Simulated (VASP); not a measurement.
# Sc2AlAs3 (P-6m2) in VASP: single point with PBE

Aim: the single point of Sc2AlAs3 with PBE.

Everything below comes from runs of VASP 6.6.1. Logs are shortened: lines on timing, memory, paths and dates and some standing lists are left out, and cuts for length are marked.

## Step 1: The cell of the first run

The structure is hexagonal, space group P-6m2 (No. 187). The conventional cell has a = 5.283 Å, b = 5.283 Å, c = 5.823 Å, α = 90.00°, β = 90.00°, γ = 120.00°. Sc (site symmetry 3m) has 2 Sc at 2.86 to 2.96 Å and 6 As at 3.00 Å and 3 Al at 3.39 Å within 3.8 Å. Al (site symmetry -6m2) has 6 As at 3.28 Å and 6 Sc at 3.39 Å within 4.3 Å. Within 3.5 Å of As (site symmetry mm2) lie 4 As at 2.63 to 2.66 Å and 4 Sc at 3.00 Å and 2 Al at 3.28 Å.

The cell was built from a structure type or drawn by symmetry, and may not be a known phase.

## Step 2: Single point, PBE, collinear spin

INCAR

```
SYSTEM = Sc2AlAs3
  PREC = Accurate
  ENCUT = 520
  EDIFF = 1E-6
  ISMEAR = 0
  SIGMA = 0.1
  LREAL = .FALSE.
  LASPH = .TRUE.
  NELM = 150
  ALGO = Normal
  ISIF = 2
  LWAVE = .FALSE.
  LCHARG = .FALSE.
  ISPIN = 2
  MAGMOM = 1 1 0 0 0 0
  LORBIT = 11
  LMAXMIX = 4
  GGA = PE
  NBANDS = 33
```

KPOINTS

```
Automatic mesh
0
G
  6 6 4
  0 0 0
```

POSCAR

```
Sc2AlAs3
1.0
    5.2829823222      0.0000000000      0.0000000000
   -2.6414911611      4.5751968988      0.0000000000
    0.0000000000      0.0000000000      5.8231548311
Sc Al As
2 1 3
Direct
    0.6666666667      0.3333333333      0.2541521761
    0.6666666667      0.3333333333      0.7458478239
    0.3333333333      0.6666666667      0.0000000000
    0.1676600293      0.8323399707      0.5000000000
    0.1676600293      0.3353200586      0.5000000000
    0.6646799414      0.8323399707      0.5000000000
```

Potentials or basis: VASP PAW PBE potentials, release 64 (Sc_sv, Al, As).

Run with:

```
cat potpaw_PBE.64/Sc_sv/POTCAR potpaw_PBE.64/Al/POTCAR potpaw_PBE.64/As/POTCAR > POTCAR
mpirun -np 1 vasp_std > vasp.out
```

OUTCAR:

```text
SYSTEM = Sc2AlAs3
   PREC = Accurate
   ENCUT = 520
   EDIFF = 1E-6
   ISMEAR = 0
   LREAL = .FALSE.
   LASPH = .TRUE.
   NELM = 150
   ISIF = 2
   ISPIN = 2
   LORBIT = 11
   GGA = PE

 ion  position               nearest neighbor table
   1  0.667  0.333  0.254-   2 2.86   2 2.96   5 3.00   6 3.00   4 3.00   4 3.00   5 3.00   6 3.00
                             3 3.39   3 3.39   3 3.39
   2  0.667  0.333  0.746-   1 2.86   1 2.96   5 3.00   6 3.00   4 3.00   4 3.00   5 3.00   6 3.00
                             3 3.39   3 3.39   3 3.39
   3  0.333  0.667  0.000-   1 3.39   2 3.39   1 3.39   2 3.39   1 3.39   2 3.39
   4  0.168  0.832  0.500-   6 2.63   5 2.63   6 2.66   5 2.66   2 3.00   1 3.00   1 3.00   2 3.00

   5  0.168  0.335  0.500-   4 2.63   6 2.63   4 2.66   6 2.66   2 3.00   1 3.00   1 3.00   2 3.00

   6  0.665  0.832  0.500-   4 2.63   5 2.63   4 2.66   5 2.66   1 3.00   2 3.00   1 3.00   2 3.00

  LATTYP: Found a hexagonal cell.
 ALAT       =     5.2829823222
 C/A-ratio  =     1.1022476465

  Lattice vectors:

 A1 = (   5.2829823222,   0.0000000000,   0.0000000000)
 A2 = (  -2.6414911611,   4.5751968988,   0.0000000000)
 A3 = (   0.0000000000,   0.0000000000,   5.8231548311)

Analysis of symmetry for initial positions (statically):
=====================================================================
 Subroutine PRICEL returns:
 Original cell was already a primitive cell.

 Routine SETGRP: Setting up the symmetry group for a
 hexagonal supercell.

 Subroutine GETGRP returns: Found 12 space group operations
 (whereof 12 operations were pure point group operations)
 out of a pool of 24 trial point group operations.

The static configuration has the point symmetry D_3h.

Analysis of symmetry for dynamics (positions and initial velocities):
=====================================================================
 Subroutine PRICEL returns:
 Original cell was already a primitive cell.

 Routine SETGRP: Setting up the symmetry group for a
 hexagonal supercell.

 Subroutine GETGRP returns: Found 12 space group operations
 (whereof 12 operations were pure point group operations)
 out of a pool of 24 trial point group operations.

The dynamic configuration has the point symmetry D_3h.

Analysis of structural, dynamic, and magnetic symmetry:
=====================================================================
 Subroutine PRICEL returns:
 Original cell was already a primitive cell.

 Routine SETGRP: Setting up the symmetry group for a
 hexagonal supercell.

 Subroutine GETGRP returns: Found 12 space group operations
 (whereof 12 operations were pure point group operations)
 out of a pool of 24 trial point group operations.

The overall configuration has the point symmetry D_3h.

 Subroutine INISYM returns: Found 12 space group operations
 (whereof 12 operations are pure point group operations),
 and found     1 'primitive' translations

----------------------------------------------------------------------------------------

                                     Primitive cell

  volume of cell :     140.7496

  direct lattice vectors                    reciprocal lattice vectors
     5.282982322  0.000000000  0.000000000     0.189287024  0.109284914  0.000000000
    -2.641491161  4.575196899  0.000000000     0.000000000  0.218569828  0.000000000
     0.000000000  0.000000000  5.823154831     0.000000000  0.000000000  0.171728218

  length of vectors
     5.282982322  5.282982322  5.823154831     0.218569828  0.218569828  0.171728218

  position of ions in fractional coordinates (direct lattice)
     0.666666667  0.333333333  0.254152176
     0.666666667  0.333333333  0.745847824
     0.333333333  0.666666667  0.000000000
     0.167660029  0.832339971  0.500000000
     0.167660029  0.335320059  0.500000000
     0.664679941  0.832339971  0.500000000

  ion indices of the primitive-cell ions
   primitive index   ion index
                 1           1
                 2           2
                 3           3
                 4           4
                 5           5
                 6           6

----------------------------------------------------------------------------------------

 KPOINTS: Automatic mesh

Automatic generation of k-mesh.
 Grid dimensions read from file:
 generate k-points for:    6    6    4

 Generating k-lattice:

  Cartesian coordinates                     Fractional coordinates (reciprocal lattice)
     0.031547837  0.018214152  0.000000000     0.166666667  0.000000000  0.000000000
     0.000000000  0.036428305  0.000000000     0.000000000  0.166666667  0.000000000
     0.000000000  0.000000000  0.042932054     0.000000000  0.000000000  0.250000000

  Length of vectors
     0.036428305  0.036428305  0.042932054

  Shift w.r.t. Gamma in fractional coordinates (k-lattice)
     0.000000000  0.000000000  0.000000000

 Subroutine IBZKPT returns following result:
 ===========================================

 Found     21 irreducible k-points:

 Following reciprocal coordinates:
            Coordinates               Weight
  0.000000  0.000000  0.000000      1.000000
  0.166667 -0.000000  0.000000      6.000000
  0.333333  0.000000  0.000000      6.000000
  0.500000  0.000000  0.000000      3.000000
  0.166667  0.166667  0.000000      6.000000
  0.333333  0.166667  0.000000     12.000000
[... 13 lines left out ...]
  0.333333  0.166667  0.500000     12.000000
  0.333333  0.333333  0.500000      2.000000
   k-points           NKPTS =     21   k-points in BZ     NKDIM =     21   number of bands    NBANDS=     33
   number of dos      NEDOS =    301   number of ions     NIONS =      6
   total plane-waves  NPLWV =  76800
   dimension x,y,z NGX =    40 NGY =   40 NGZ =   48
   dimension x,y,z NGXF=    80 NGYF=   80 NGZF=   96
   ions per type =               2   1   3
   NGX,Y,Z   is equivalent  to a cutoff of  12.59, 12.59, 13.70 a.u.
   NGXF,Y,Z  is equivalent  to a cutoff of  25.17, 25.17, 27.41 a.u.
 SYSTEM =  Sc2AlAs3
   PREC   = accura    normal or accurate (medium, high low for compatibility)
   ISTART =      0    job   : 0-new  1-cont  2-samecut
   ICHARG =      2    charge: 1-file 2-atom 10-const
   ISPIN  =      2    spin polarized calculation?
   LNONCOLLINEAR =      F non collinear calculations
   LSORBIT =      F    spin-orbit coupling
   LASPH  =      T    aspherical Exc in radial PAW
   ENCUT  =  520.0 eV  38.22 Ry    6.18 a.u.   9.82  9.82 10.83*2*pi/ulx,y,z
   NELM   =    150;   NELMIN=  2; NELMDL= -5     # of ELM steps
   EDIFF  = 0.1E-05   stopping-criterion for ELM
   LREAL  =      F    real-space projection
   EDIFFG = 0.1E-04   stopping-criterion for IOM
   NSW    =      0    number of steps for IOM
   IBRION =     -1    ionic relax: 0-MD 1-quasi-New 2-CG
   NFREE  =      0    steps in history (QN), initial steepest desc. (CG)
   ISIF   =      2    stress and relaxation
   ISYM   =      2    0-nonsym 1-usesym 2-fastsym
   POTIM  = 0.5000    time-step for ionic-motion
   TEBEG  =    0.0;   TEEND  =   0.0 temperature during run
   PSTRESS=    0.0 pullay stress
   NELECT =      40.0000    total number of electrons
   NUPDOWN=      -1.0000    fix difference up-down
   EMIN   =  10.00;   EMAX   =-10.00  energy-range for DOS
   EFERMI =   0.00;   METHOD = LEGACY
   ISMEAR =     0;   SIGMA  =   0.10  broadening in eV -4-tet -1-fermi 0-gaus
   EFERMI_NEDOS =   21; number of points for ismear=-14 and -15
   IALGO  =     38    algorithm
   IMIX   =      4    mixing-type and parameters
     AMIX     =   0.40;   BMIX     =  1.00
     AMIX_MAG =   1.60;   BMIX_MAG =  1.00
  volume/ion in A,a.u.               =      23.46       158.30
  Fermi-wavevector in a.u.,A,eV,Ry     =   1.076331  2.033970 15.762184  1.158488
  Thomas-Fermi vector in A             =   2.212212
   LORBIT       =     11    0 simple, 1 ext, 2 COOP (PROOUT), +10 PAW based schemes
   GGA     = PE    functional components
   LHFCALC =     F    Hartree Fock is set to
   AEXX    =    0.0000 exact exchange contribution
   IVDW    =     0    specifies the selected vdW correction
   LEPSILON=     F    determine dielectric tensor
   LRPA    =     F    only Hartree local field effects (RPA)
 spin polarized calculation
 Gauss-broadening in eV      SIGMA  =   0.10
  energy-cutoff  :      520.00
  volume of cell :      140.75
 maximum number of plane-waves:      3807
 NGX is ok and might be reduce to    40
   NGX = 19   NGY = 19   NGZ = 21

 number of electron      40.0000002 magnetization       0.2287591

 Free energy of the ion-electron system (eV)
  ---------------------------------------------------
  ext. energy  EPLUGINS =         0.00000000
  ---------------------------------------------------
  free energy    TOTEN  =       -30.34150603 eV

  energy without entropy =      -30.31084254  energy(sigma->0) =      -30.32617428

 E-fermi :   4.4534     XC(G=0):  -9.4936

 val. band max:        4.4475699817   @ k =   0.1667   0.1667   0.2500
 cond. band min:       4.4578013489   @ k =   0.3333   0.1667   0.5000
 fundamental gap:      0.0102313672
 Fermi energy:         4.4533865079

 spin component 1

 k-point     1 :       0.0000    0.0000    0.0000
  band No.  band energies     occupation
      1     -45.5478      1.00000
      2     -45.4714      1.00000
      3     -24.4002      1.00000
      4     -24.2211      1.00000
      5     -24.2211      1.00000
      6     -24.1463      1.00000
[... 24 lines left out ...]
     31       8.1378      0.00000
     32       8.1378      0.00000

 k-point     2 :       0.1667   -0.0000    0.0000
  band No.  band energies     occupation
      1     -45.5478      1.00000
      2     -45.4713      1.00000
      3     -24.4000      1.00000
      4     -24.2219      1.00000
      5     -24.2213      1.00000
      6     -24.1468      1.00000
[... 24 lines left out ...]
     31       7.8124      0.00000
     32       8.2995      0.00000
[... 628 lines left out ...]
     31       7.5270      0.00000
     32       8.1810      0.00000

 k-point    21 :       0.3333    0.3333    0.5000
  band No.  band energies     occupation
      1     -45.5179      1.00000
      2     -45.5015      1.00000
      3     -24.1957      1.00000
      4     -24.1956      1.00000
      5     -24.1758      1.00000
      6     -24.1756      1.00000
[... 24 lines left out ...]
     31       7.2023      0.00000
     32       8.2850      0.00000
 Fermi energy:         4.4533865079

 spin component 2

 k-point     1 :       0.0000    0.0000    0.0000
  band No.  band energies     occupation
      1     -45.4948      1.00000
      2     -45.4191      1.00000
      3     -24.3196      1.00000
      4     -24.1788      1.00000
      5     -24.1787      1.00000
      6     -24.1043      1.00000
[... 24 lines left out ...]
     31       8.1698      0.00000
     32       8.1881      0.00000

 k-point     2 :       0.1667   -0.0000    0.0000
  band No.  band energies     occupation
      1     -45.4948      1.00000
      2     -45.4191      1.00000
      3     -24.3195      1.00000
      4     -24.1795      1.00000
      5     -24.1789      1.00000
      6     -24.1048      1.00000
[... 24 lines left out ...]
     31       7.8572      0.00000
     32       8.3377      0.00000
[... 628 lines left out ...]
     31       7.5523      0.00000
     32       8.2080      0.00000

 k-point    21 :       0.3333    0.3333    0.5000
  band No.  band energies     occupation
      1     -45.4652      1.00000
      2     -45.4490      1.00000
      3     -24.1535      1.00000
      4     -24.1534      1.00000
      5     -24.1336      1.00000
      6     -24.1335      1.00000
[... 24 lines left out ...]
     31       7.2531      0.00000
     32       8.3054      0.00000
 [bands above 32 left out]

------------------------ aborting loop because EDIFF is reached ----------------------------------------

  FORCE on cell =-STRESS in cart. coord.  units (eV):
  Direction    XX          YY          ZZ          XY          YZ          ZX
  --------------------------------------------------------------------------------------
  -------------------------------------------------------------------------------------
  Total        0.1390596      0.1390596     -0.0296516      0.0000000      0.0000000      0.0000000
  in kB        1.5829393      1.5829393     -0.3375290      0.0000000      0.0000000      0.0000000
  external PRESSURE =       0.9427832 kB  Pullay stress =       0.0000000 kB

 VOLUME and BASIS-vectors are now :
 -----------------------------------------------------------------------------
  energy-cutoff  :      520.00
  volume of cell :      140.75
      direct lattice vectors                 reciprocal lattice vectors
     5.282982322  0.000000000  0.000000000     0.189287024  0.109284914  0.000000000
    -2.641491161  4.575196899  0.000000000     0.000000000  0.218569828  0.000000000
     0.000000000  0.000000000  5.823154831     0.000000000  0.000000000  0.171728218

 POSITION                                       TOTAL-FORCE (eV/Angst)
 -----------------------------------------------------------------------------------
      2.64149      1.52507      1.47997         0.000000      0.000000     -0.026484
      2.64149      1.52507      4.34319         0.000000      0.000000      0.026484
     -0.00000      3.05013      0.00000         0.000000      0.000000     -0.000000
     -1.31287      3.80812      2.91158        -0.005834      0.003368     -0.000000
      0.00000      1.53416      2.91158         0.000000     -0.006736      0.000000
      1.31287      3.80812      2.91158         0.005834      0.003368     -0.000000
 -----------------------------------------------------------------------------------
    total drift:                               -0.000000      0.000000      0.000000

  FREE ENERGIE OF THE ION-ELECTRON SYSTEM (eV)
  ---------------------------------------------------
  free  energy   TOTEN  =       -30.3415060257 eV

  energy  without entropy=      -30.3108425371  energy(sigma->0) =      -30.32617428

 total charge

# of ion       s       p       d       tot
------------------------------------------
    1        2.209   6.079   1.080   9.368
    2        2.209   6.079   1.080   9.368
    3        0.494   0.218   0.000   0.713
    4        1.283   1.413   0.060   2.756
    5        1.283   1.413   0.060   2.756
    6        1.283   1.413   0.060   2.756
--------------------------------------------------
tot          8.763  16.613   2.340  27.716

 magnetization (x)

# of ion       s       p       d       tot
------------------------------------------
    1        0.003   0.004   0.061   0.068
    2        0.003   0.004   0.061   0.068
    3       -0.001   0.005   0.000   0.004
    4        0.000   0.001   0.000   0.002
    5        0.000   0.001   0.000   0.002
    6        0.000   0.001   0.000   0.002
--------------------------------------------------
tot          0.005   0.016   0.123   0.144
```

It took 5.5 min on 1 thread of AMD EPYC 7R43 (Zen 3), shared host; peak memory 0.37 GiB.

What came out:

```yaml
Free_energy: -30.3415 eV
Pressure: 0.1 GPa
Largest_force: 0.026 eV/Å
Net_moment: 0.23 μB per cell
Site_moments: Sc +0.07; Al +0.00; As +0.00 μB
Valence_electrons_inside_the_program's_atomic_spheres: Sc 9.37; Al 0.71; As 2.76
```

Forces on the atoms (eV/Å):
```
Sc   0.000  0.000 -0.026
Sc   0.000  0.000  0.026
Al   0.000  0.000  0.000
As  -0.006  0.003  0.000
As   0.000 -0.007  0.000
As   0.006  0.003  0.000
```
